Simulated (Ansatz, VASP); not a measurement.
# BeS: VASP beside Ansatz

```
CELL_PARAMETERS angstrom
0.00000 2.02252 2.02252
2.02252 0.00000 2.02252
2.02252 2.02252 0.00000
ATOMIC_POSITIONS crystal
Be 0.00000 0.00000 0.00000
S 0.50000 0.50000 0.50000
```

Change from the starting cell: volume scaled by 0.7, LAPW.

Alike in both runs: task single point; functional LDA; k mesh 17 × 17 × 17; occupations fermi-dirac, width 0.08 eV; no spin polarisation.

```csv
,VASP,Ansatz
version,VASP 6.6.1,Ansatz 0.2.0
potentials or method,"VASP PAW LDA potentials, release 64 (Be, S), cutoff 600 eV","all-electron LAPW, scalar-relativistic"
```

|  | VASP | Ansatz | Ansatz less VASP |
| --- | --- | --- | --- |
| pressure (GPa) | 82.5 | 82.4 | -0.11 |

LDA's correlation is that of Perdew and Zunger in VASP and of Perdew and Wang (1992) in Ansatz. Both programs put the cell under a high pressure, so it lies far from rest at this level. Ansatz ran all-electron here, and VASP with PAW potentials.

Noted on VASP's run: the cell as given lies far from equilibrium.
